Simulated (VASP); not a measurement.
# AgBr: single point with PBE

AgBr:

```xyz
2
Lattice="0.0000 2.9251 2.8927 2.9251 0.0000 2.8927 2.9251 2.9251 0.0000" Properties=species:S:1:pos:R:3 pbc="T T T"
Ag    0.0000    0.0000    0.0000
Br    2.9251    2.9251    2.8927
```

This cell differs from its parent crystal: biaxial xy strain +1.1%.

```yaml
Program: VASP 6.6.1
Task: single point
Functional: PBE
Potentials_or_basis: VASP PAW PBE potentials, release 64 (Ag, Br)
Cutoff: 500 eV
k_mesh: 8 × 8 × 8
Occupations: fermi-dirac, width 0.02 eV
Spin: no spin polarisation
Dipole_correction: no
Further_INCAR_settings: ALGO = Normal; EDIFF = 1e-06; NBANDS = 16
```

* Pressure: 0.2 GPa
* Band gap on the k mesh: 0.65 eV (least direct gap 2.44 eV)

Stress tensor (GPa, compression positive):
```
0.14 0.00 0.00
0.00 0.14 0.00
0.00 0.00 0.40
```

Levels at points of the mesh, in eV from the valence-band top:
| k point | band 7 | band 8 | band 9 | band 10 | band 11 | band 12 |
| --- | --- | --- | --- | --- | --- | --- |
| (0.00, 0.00, 0.00) | -1.83 | -1.79 | -1.79 | 0.65 | 9.88 | 9.88 |
| (0.50, 0.00, 0.00) | -2.05 | -0.06 | 0.00 | 3.83 | 6.30 | 6.76 |
| (0.50, 0.50, 0.00) | -2.28 | -2.28 | -2.20 | 1.65 | 7.06 | 8.92 |
| (0.50, 0.00, 0.50) | -2.28 | -2.28 | -2.21 | 1.67 | 7.13 | 8.81 |

It took 49 s on 1 thread of Intel Xeon 8259CL, on a shared host, peak memory 0.2 GiB.

Caveat: the cell differs from its parent crystal (biaxial xy strain +1.1%). A k mesh can miss the band edges.
